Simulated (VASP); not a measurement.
# Ta (Im-3m) in VASP: further runs

Runs on Ta. Level: PBE. Tasks: single point.

All numbers are computed with VASP 6.6.1; they aren't measurements. Logs are shortened: lines on timing, memory, paths and dates and some standing lists are left out, and cuts for length are marked.

**1. The cell of the first run**

The structure is cubic, space group Im-3m (No. 229). The conventional cell has a = 3.280 Å, b = 3.280 Å, c = 3.280 Å, α = 90.00°, β = 90.00°, γ = 90.00°. Within 3.7 Å of Ta (site symmetry m-3m) lie 14 Ta at 2.84 to 3.28 Å.

**2. Single point, PBE**

INCAR

```
PREC     = Accurate       # precision mode
ENCUT    = 520            # plane-wave cutoff, eV
EDIFF    = 1E-7           # SCF threshold, eV
ISMEAR   = -1             # smearing method
SIGMA    = 0.1            # smearing width, eV
LREAL    = False          # projectors in reciprocal space
LASPH    = True           # aspherical terms in the spheres
NELM     = 60             # most SCF steps
ALGO     = Normal         # electronic algorithm
ISIF     = 2              # what is computed and relaxed
LWAVE    = False          # write WAVECAR
LCHARG   = True           # write CHGCAR
GGA      = PE             # functional
LELF     = True           # ELF
LVHAR    = True         
NBANDS   = 12             # bands
```

KPOINTS

```
regular mesh
0
Gamma
  12 12 12
```

POSCAR

```
Ta
1.0
   -1.6401972500      1.6401972500      1.6401972500
    1.6401972500     -1.6401972500      1.6401972500
    1.6401972500      1.6401972500     -1.6401972500
Ta
1
Direct
    0.0000000000      0.0000000000      0.0000000000
```

Potentials or basis: VASP PAW PBE potentials, release 64 (Ta_pv).

Launch:

```
cat potpaw_PBE.64/Ta_pv/POTCAR > POTCAR
mpirun -np 1 vasp_std > vasp.out
```

OUTCAR:

```text
PREC = Accurate
   ENCUT = 520
   EDIFF = 1E-7
   ISMEAR = -1
   LREAL = False
   LASPH = True
   NELM = 60
   ISIF = 2
   GGA = PE

 ion  position               nearest neighbor table
   1  0.000  0.000  0.000-

  LATTYP: Found a body centered cubic cell.
 ALAT       =     3.2803945000

  Lattice vectors:

 A1 = (  -1.6401972500,   1.6401972500,   1.6401972500)
 A2 = (   1.6401972500,  -1.6401972500,   1.6401972500)
 A3 = (   1.6401972500,   1.6401972500,  -1.6401972500)

Analysis of symmetry for initial positions (statically):
=====================================================================
 Subroutine PRICEL returns:
 Original cell was already a primitive cell.

 Routine SETGRP: Setting up the symmetry group for a
 body centered cubic supercell.

 Subroutine GETGRP returns: Found 48 space group operations
 (whereof 48 operations were pure point group operations)
 out of a pool of 48 trial point group operations.

The static configuration has the point symmetry O_h .

Analysis of symmetry for dynamics (positions and initial velocities):
=====================================================================
 Subroutine PRICEL returns:
 Original cell was already a primitive cell.

 Routine SETGRP: Setting up the symmetry group for a
 body centered cubic supercell.

 Subroutine GETGRP returns: Found 48 space group operations
 (whereof 48 operations were pure point group operations)
 out of a pool of 48 trial point group operations.

The dynamic configuration has the point symmetry O_h .

 Subroutine INISYM returns: Found 48 space group operations
 (whereof 48 operations are pure point group operations),
 and found     1 'primitive' translations

----------------------------------------------------------------------------------------

                                     Primitive cell

  volume of cell :      17.6501

  direct lattice vectors                    reciprocal lattice vectors
    -1.640197250  1.640197250  1.640197250     0.000000000  0.304841384  0.304841384
     1.640197250 -1.640197250  1.640197250     0.304841384  0.000000000  0.304841384
     1.640197250  1.640197250 -1.640197250     0.304841384  0.304841384  0.000000000

  length of vectors
     2.840904971  2.840904971  2.840904971     0.431110820  0.431110820  0.431110820

  position of ions in fractional coordinates (direct lattice)
     0.000000000  0.000000000  0.000000000

  ion indices of the primitive-cell ions
   primitive index   ion index
                 1           1

----------------------------------------------------------------------------------------

 KPOINTS: regular mesh

Automatic generation of k-mesh.
 Grid dimensions read from file:
 generate k-points for:   12   12   12

 Generating k-lattice:

  Cartesian coordinates                     Fractional coordinates (reciprocal lattice)
     0.000000000  0.025403449  0.025403449     0.083333333  0.000000000  0.000000000
     0.025403449  0.000000000  0.025403449     0.000000000  0.083333333  0.000000000
     0.025403449  0.025403449  0.000000000     0.000000000  0.000000000  0.083333333

  Length of vectors
     0.035925902  0.035925902  0.035925902

  Shift w.r.t. Gamma in fractional coordinates (k-lattice)
     0.000000000  0.000000000  0.000000000

 Subroutine IBZKPT returns following result:
 ===========================================

 Found     72 irreducible k-points:

 Following reciprocal coordinates:
            Coordinates               Weight
  0.000000  0.000000  0.000000      1.000000
  0.083333  0.000000  0.000000     12.000000
  0.166667  0.000000  0.000000     12.000000
  0.250000  0.000000  0.000000     12.000000
  0.333333  0.000000  0.000000     12.000000
  0.416667  0.000000  0.000000     12.000000
[... 16 lines left out ...]
  0.333333  0.083333  0.083333     24.000000
  0.416667  0.083333  0.083333     12.000000
 [... further k-points ...]
   k-points           NKPTS =     72   k-points in BZ     NKDIM =     72   number of bands    NBANDS=     12
   number of dos      NEDOS =    301   number of ions     NIONS =      1
   total plane-waves  NPLWV =  13824
   dimension x,y,z NGX =    24 NGY =   24 NGZ =   24
   dimension x,y,z NGXF=    48 NGYF=   48 NGZF=   48
   ions per type =               1
   NGX,Y,Z   is equivalent  to a cutoff of  14.04, 14.04, 14.04 a.u.
   NGXF,Y,Z  is equivalent  to a cutoff of  28.09, 28.09, 28.09 a.u.
 SYSTEM =  unknown system
   PREC   = accura    normal or accurate (medium, high low for compatibility)
   ISTART =      0    job   : 0-new  1-cont  2-samecut
   ICHARG =      2    charge: 1-file 2-atom 10-const
   ISPIN  =      1    spin polarized calculation?
   LNONCOLLINEAR =      F non collinear calculations
   LSORBIT =      F    spin-orbit coupling
   LASPH  =      T    aspherical Exc in radial PAW
   ENCUT  =  520.0 eV  38.22 Ry    6.18 a.u.   5.28  5.28  5.28*2*pi/ulx,y,z
   NELM   =     60;   NELMIN=  2; NELMDL= -5     # of ELM steps
   EDIFF  = 0.1E-06   stopping-criterion for ELM
   LREAL  =      F    real-space projection
   EDIFFG = 0.1E-05   stopping-criterion for IOM
   NSW    =      0    number of steps for IOM
   IBRION =     -1    ionic relax: 0-MD 1-quasi-New 2-CG
   NFREE  =      0    steps in history (QN), initial steepest desc. (CG)
   ISIF   =      2    stress and relaxation
   ISYM   =      2    0-nonsym 1-usesym 2-fastsym
   POTIM  = 0.5000    time-step for ionic-motion
   TEBEG  =    0.0;   TEEND  =   0.0 temperature during run
   PSTRESS=    0.0 pullay stress
   NELECT =      11.0000    total number of electrons
   NUPDOWN=      -1.0000    fix difference up-down
   EMIN   =  10.00;   EMAX   =-10.00  energy-range for DOS
   EFERMI =   0.00;   METHOD = LEGACY
   ISMEAR =    -1;   SIGMA  =   0.10  broadening in eV -4-tet -1-fermi 0-gaus
   EFERMI_NEDOS =   21; number of points for ismear=-14 and -15
   IALGO  =     38    algorithm
   IMIX   =      4    mixing-type and parameters
     AMIX     =   0.40;   BMIX     =  1.00
     AMIX_MAG =   1.60;   BMIX_MAG =  1.00
  volume/ion in A,a.u.               =      17.65       119.11
  Fermi-wavevector in a.u.,A,eV,Ry     =   1.398373  2.642542 26.605466  1.955447
  Thomas-Fermi vector in A             =   2.521537
   LORBIT       =      0    0 simple, 1 ext, 2 COOP (PROOUT), +10 PAW based schemes
   GGA     = PE    functional components
   LHFCALC =     F    Hartree Fock is set to
   AEXX    =    0.0000 exact exchange contribution
   IVDW    =     0    specifies the selected vdW correction
   LEPSILON=     F    determine dielectric tensor
   LRPA    =     F    only Hartree local field effects (RPA)
 non-spin polarized calculation
  energy-cutoff  :      520.00
  volume of cell :       17.65
 maximum number of plane-waves:       490
 NGX is ok and might be reduce to    24
   NGX = 11   NGY = 11   NGZ = 11

 number of electron      11.0000002 magnetization

 Free energy of the ion-electron system (eV)
  ---------------------------------------------------
  ext. energy  EPLUGINS =         0.00000000
  ---------------------------------------------------
  free energy    TOTEN  =       -11.81693055 eV

  energy without entropy =      -11.77099486  energy(sigma->0) =      -11.79396271

 E-fermi :   5.6603     XC(G=0): -12.7203

 val. band max:        5.6499017771   @ k =  -0.4167   0.5000   0.0833
 cond. band min:       5.6743887559   @ k =   0.3333   0.0000   0.0000
 fundamental gap:      0.0244869788
 Fermi energy:         5.6602918464

 k-point     1 :       0.0000    0.0000    0.0000
  band No.  band energies     occupation
      1     -27.3273      2.00000
      2     -27.3273      2.00000
      3     -27.3273      2.00000
      4      -2.3423      2.00000
      5       6.3923      0.00132
      6       6.3923      0.00132
      7       6.3923      0.00132
      8       9.7370      0.00000
      9       9.7370      0.00000
     10      20.4348      0.00000
     11      20.7572      0.00000
     12      20.7572      0.00000

 k-point     2 :       0.0833    0.0000    0.0000
  band No.  band energies     occupation
      1     -27.4191      2.00000
      2     -27.3554      2.00000
      3     -27.3279      2.00000
      4      -2.0262      2.00000
      5       6.1876      0.01020
      6       6.3251      0.00259
      7       6.7041      0.00006
      8       9.4234      0.00000
      9       9.7382      0.00000
     10      20.4347      0.00000
     11      21.0370      0.00000
     12      21.3103      0.00000

 k-point     3 :       0.1667    0.0000    0.0000
  band No.  band energies     occupation
      1     -27.6633      2.00000
      2     -27.4312      2.00000
      3     -27.3294      2.00000
      4      -1.1571      2.00000
      5       5.6772      0.91575
      6       6.0066      0.06078
      7       7.6178      0.00000
      8       9.0384      0.00000
      9       9.7788      0.00000
     10      20.4340      0.00000
     11      21.5147      0.00000
     12      22.8558      0.00000

 k-point     4 :       0.2500    0.0000    0.0000
  band No.  band energies     occupation
      1     -27.9832      2.00000
      2     -27.5332      2.00000
      3     -27.3315      2.00000
      4      -0.0076      2.00000
      5       5.0681      1.99465
      6       5.5551      1.48235
      7       9.0630      0.00000
      8       9.1408      0.00000
      9       9.9272      0.00000
     10      20.4308      0.00000
     11      20.9963      0.00000
     12      22.7201      0.00000

 k-point     5 :       0.3333    0.0000    0.0000
  band No.  band energies     occupation
      1     -28.2889      2.00000
      2     -27.6333      2.00000
      3     -27.3337      2.00000
      4       0.8868      2.00000
      5       4.5334      1.99997
      6       5.6744      0.92963
      7       9.5081      0.00000
      8      10.2063      0.00000
      9      10.8904      0.00000
     10      19.5007      0.00000
     11      20.3247      0.00000
     12      20.5887      0.00000
[... 228 lines left out ...]
      1     -28.0737      2.00000
      2     -27.5067      2.00000
      3     -27.4017      2.00000
      4       0.5255      2.00000
      5       4.8226      1.99954
      6       4.9499      1.99836
      7       9.4274      0.00000
      8       9.9199      0.00000
      9      10.2188      0.00000
     10      20.4296      0.00000
     11      21.7401      0.00000
     12      22.5413      0.00000

 k-point    22 :       0.2500    0.0833    0.0833
  band No.  band energies     occupation
      1     -28.2963      2.00000
      2     -27.6430      2.00000
      3     -27.4109      2.00000
      4       1.5075      2.00000
      5       4.3635      2.00000
      6       5.0081      1.99706
      7       9.6733      0.00000
      8      10.2977      0.00000
      9      12.0994      0.00000
     10      19.9163      0.00000
     11      20.1446      0.00000
     12      20.4723      0.00000

 k-point    23 :       0.3333    0.0833    0.0833
  band No.  band energies     occupation
      1     -28.4466      2.00000
      2     -27.7500      2.00000
      3     -27.4176      2.00000
      4       1.8174      2.00000
      5       4.0772      2.00000
      6       5.9419      0.11293
      7       9.8883      0.00000
      8      10.6011      0.00000
      9      13.8425      0.00000
     10      17.5160      0.00000
     11      18.8887      0.00000
     12      20.4440      0.00000

 k-point    24 :       0.4167    0.0833    0.0833
  band No.  band energies     occupation
      1     -28.4995      2.00000
      2     -27.7902      2.00000
      3     -27.4201      2.00000
      4       1.8255      2.00000
      5       3.9803      2.00000
      6       6.6220      0.00013
      7       9.8931      0.00000
      8      10.7283      0.00000
      9      14.6550      0.00000
     10      16.4927      0.00000
     11      18.4179      0.00000
     12      20.4424      0.00000

 [... further k-points ...]

------------------------ aborting loop because EDIFF is reached ----------------------------------------

  FORCE on cell =-STRESS in cart. coord.  units (eV):
  Direction    XX          YY          ZZ          XY          YZ          ZX
  --------------------------------------------------------------------------------------
  -------------------------------------------------------------------------------------
  Total        0.7982667      0.7982667      0.7982667     -0.0000000     -0.0000000      0.0000000
  in kB       72.4620045     72.4620045     72.4620045     -0.0000000     -0.0000000      0.0000000
  external PRESSURE =      72.4620045 kB  Pullay stress =       0.0000000 kB

 VOLUME and BASIS-vectors are now :
 -----------------------------------------------------------------------------
  energy-cutoff  :      520.00
  volume of cell :       17.65
      direct lattice vectors                 reciprocal lattice vectors
    -1.640197250  1.640197250  1.640197250     0.000000000  0.304841384  0.304841384
     1.640197250 -1.640197250  1.640197250     0.304841384  0.000000000  0.304841384
     1.640197250  1.640197250 -1.640197250     0.304841384  0.304841384  0.000000000

 POSITION                                       TOTAL-FORCE (eV/Angst)
 -----------------------------------------------------------------------------------
      0.00000      0.00000      0.00000        -0.000000     -0.000000      0.000000
 -----------------------------------------------------------------------------------
    total drift:                               -0.000000      0.000000      0.000000

  FREE ENERGIE OF THE ION-ELECTRON SYSTEM (eV)
  ---------------------------------------------------
  free  energy   TOTEN  =       -11.8169305524 eV

  energy  without entropy=      -11.7709948626  energy(sigma->0) =      -11.79396271
```

Wall time 15 s (1 thread of Intel Xeon 8259CL, shared host); peak memory 0.15 GiB.

What came out:

```
Free energy : -11.8169 eV
Pressure    : 7.2 GPa
```

Levels at points of the mesh, in eV from the Fermi level:
```
           k point  band 2  band 3  band 4  band 5  band 6  band 7  band 8  band 9
(0.00, 0.00, 0.00)  -32.99  -32.99   -8.00    0.73    0.73    0.73    4.08    4.08
(0.50, 0.00, 0.00)  -33.39  -33.00   -4.47   -1.61    1.67    3.97    5.02    8.00
(0.50, 0.50, 0.50)  -33.86  -33.86   -3.93   -3.93    7.00    7.00    7.00    8.84
```

Caveat: spin-orbit coupling is left out, which moves the levels of the heavy elements.

**3. Single point, PBE**

This run uses another cell than the first one, of 18.01 Å³/atom, 1.020 times its volume.

INCAR

```
SYSTEM = Ta
  ALGO = Normal
  EDIFF = 1E-7
  ENCUT = 520
  GGA = PE
  ISIF = 2
  ISMEAR = -1
  LASPH = .TRUE.
  LCHARG = .FALSE.
  LREAL = .FALSE.
  LWAVE = .FALSE.
  NBANDS = 12
  NELM = 60
  PREC = Accurate
  SIGMA = 0.1
```

KPOINTS

```
k-points
0
G
  12 12 12
  0 0 0
```

POSCAR

```
Ta
1.0
   -1.6512800000      1.6512800000      1.6512800000
    1.6512800000     -1.6512800000      1.6512800000
    1.6512800000      1.6512800000     -1.6512800000
Ta
1
Direct
    0.0000000000      0.0000000000      0.0000000000
```

Potentials or basis: VASP PAW PBE potentials, release 64 (Ta_pv).

Launch:

```
cat potpaw_PBE.64/Ta_pv/POTCAR > POTCAR
mpirun -np 1 vasp_std > vasp.out
```

Run time: 11 s. Hardware: 1 thread of Intel Xeon 8259CL, shared host; peak memory 0.15 GiB.

It converged, with:

| Property | Result |
| --- | --- |
| Free energy | -11.8285 eV |
| Pressure | 3.0 GPa |

Levels at points of the mesh, in eV from the Fermi level:
```tsv
k point	band 3	band 4	band 5	band 6	band 7	band 8
(0.00, 0.00, 0.00)	-33.07	-7.92	0.73	0.73	0.73	4.01
(0.50, 0.00, 0.00)	-33.08	-4.38	-1.54	1.58	3.89	4.92
(0.50, 0.50, 0.50)	-33.89	-3.81	-3.81	6.84	6.84	6.84
```

Caveat: spin-orbit coupling is left out, which moves the levels of the heavy elements.

**4. Single point, PBE**

This run uses another cell than the first one, of 18.37 Å³/atom, 1.041 times its volume.

INCAR

```
  PREC = Accurate
  ENCUT = 520
  EDIFF = 1E-6
  ISMEAR = -1
  SIGMA = 0.1
  LREAL = False
  LASPH = True
  NELM = 60
  ALGO = Normal
  ISIF = 2
  LWAVE = False
  LCHARG = False
  GGA = PE
  NBANDS = 12
```

KPOINTS

```
Automatic mesh
0
Gamma
  12 12 12
```

POSCAR

```
Ta
1.0
   -1.6622159478      1.6622159478      1.6622159478
    1.6622159478     -1.6622159478      1.6622159478
    1.6622159478      1.6622159478     -1.6622159478
Ta
1
Direct
    0.0000000000      0.0000000000      0.0000000000
```

Launch:

```
cat potpaw_PBE.64/Ta_pv/POTCAR > POTCAR
mpirun -np 1 vasp_std > vasp.out
```

Run time: 17 s. Hardware: 1 thread of Intel Xeon 8259CL, shared host; peak memory 0.15 GiB.

Results (log left out):

| Property | Result |
| --- | --- |
| Free energy | -11.8311 eV |
| Pressure | -0.8 GPa |

Levels at points of the mesh, in eV from the Fermi level:
| k point | band 4 | band 5 | band 6 | band 7 | band 8 | band 9 |
| --- | --- | --- | --- | --- | --- | --- |
| (0.00, 0.00, 0.00) | -7.84 | 0.73 | 0.73 | 0.73 | 3.94 | 3.94 |
| (0.50, 0.00, 0.00) | -4.29 | -1.49 | 1.50 | 3.81 | 4.81 | 7.61 |
| (0.50, 0.50, 0.50) | -3.69 | -3.69 | 6.68 | 6.68 | 6.68 | 8.47 |

Caveat: spin-orbit coupling is left out, which moves the levels of the heavy elements.

**5. Single point, PBE**

This run uses another cell than the first one, of 18.73 Å³/atom, 1.061 times its volume.

INCAR

```
ALGO = Normal
EDIFF = 1E-7
ENCUT = 520
GGA = PE
ISIF = 2
ISMEAR = -1
LASPH = True
LCHARG = True
LELF = True
LREAL = False
LVHAR = True
LWAVE = False
NBANDS = 12
NELM = 60
PREC = Accurate
SIGMA = 0.1
```

KPOINTS

```
k-points
0
Gamma
  12 12 12
```

POSCAR

```
Ta
1.0
   -1.6730098603      1.6730098603      1.6730098603
    1.6730098603     -1.6730098603      1.6730098603
    1.6730098603      1.6730098603     -1.6730098603
Ta
1
Direct
    0.0000000000      0.0000000000      0.0000000000
```

Launch:

```
cat potpaw_PBE.64/Ta_pv/POTCAR > POTCAR
mpirun -np 1 vasp_std > vasp.out
```

Wall time 21 s (1 thread of Intel Xeon 8259CL, shared host); peak memory 0.15 GiB.

Results (log left out):

* Free energy: -11.8255 eV
* Pressure: -4.3 GPa

Levels at points of the mesh, in eV from the Fermi level:
```
           k point  band 2  band 3  band 4  band 5  band 6  band 7  band 8  band 9  band 10  band 11
(0.00, 0.00, 0.00)  -33.23  -33.23   -7.77    0.73    0.73    0.73    3.87    3.87    14.56    14.82
(0.50, 0.00, 0.00)  -33.56  -33.23   -4.21   -1.43    1.41    3.73    4.71    7.42    11.11    11.76
(0.50, 0.50, 0.50)  -33.95  -33.95   -3.58   -3.58    6.52    6.52    6.52    8.30     8.30     8.30
```

Caveat: spin-orbit coupling is left out, which moves the levels of the heavy elements.

**6. Summary**

```tsv
cell	gap on the mesh (eV)	pressure (GPa)
a = 2.841 Å, angles 109.5°, 1 atom	none	7.2
a = 2.860 Å, angles 109.5°, 1 atom	none	3.0
a = 2.879 Å, angles 109.5°, 1 atom	none	-0.8
a = 2.898 Å, angles 109.5°, 1 atom	none	-4.3
```

Alike in all rows: task single point; level PBE; potentials or basis VASP PAW PBE potentials, release 64 (Ta_pv); no spin polarisation; k mesh 12 × 12 × 12; cutoff (eV) 520; smearing fermi-dirac 0.1 eV.

Caveats: spin-orbit coupling is left out, which moves the levels of the heavy elements.

Total energies depend on the potentials used, so only differences within one code and one set of settings carry meaning.
